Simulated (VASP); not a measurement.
A run of VASP 6.6.1:

The input POSCAR:

```
Ge
1.0
   -2.4507153792      2.6028700549      1.4109361209
    2.4507153792     -2.6028700549      1.4109361209
    2.4507153792      2.6028700549     -1.4109361209
Ge
2
Direct
    0.1859400000      0.9359400000      0.2500000000
    0.8140600000      0.0640600000      0.7500000000
```

INCAR.step1

```
PREC = Accurate
ENCUT = 520
ISMEAR = 1
SIGMA = 0.1
LREAL = F
LASPH = T
NELM = 80
NBANDS = 21
GGA = PE
ALGO = Normal
EDIFF = 1E-4
LWAVE = T
LCHARG = F
```

Contents of INCAR.step2:

```
PREC = Accurate
ENCUT = 520
EDIFF = 1E-6
ISMEAR = 1
SIGMA = 0.1
LREAL = F
LASPH = T
NELM = 80
ALGO = Normal
ISIF = 2
LWAVE = F
LCHARG = T
METAGGA = R2SCAN
LMIXTAU = T
LELF = T
LVHAR = T
NBANDS = 21
ISTART = 1
```

Contents of KPOINTS:

```
regular mesh
0
Gamma
  11 11 11
```

Potentials or basis: VASP PAW PBE potentials, release 64 (Ge_d).

Command:

```console
$ cat potpaw_PBE.64/Ge_d/POTCAR > POTCAR
$ cp INCAR.step1 INCAR
$ mpirun -np 1 vasp_std > vasp.out
$ cp INCAR.step2 INCAR
$ mpirun -np 1 vasp_std > vasp.out
```

Hardware: 1 thread of Intel(R) Xeon(R) Platinum 8259CL CPU @ 2.50GHz (Skylake/Cascade Lake), on a shared host.

Estimate the wall time of this run.

It took 14 min on 1 thread of Intel(R) Xeon(R) Platinum 8259CL CPU @ 2.50GHz (Skylake/Cascade Lake), on a shared host, peak memory 0.26 GiB. Counts: k points 216.
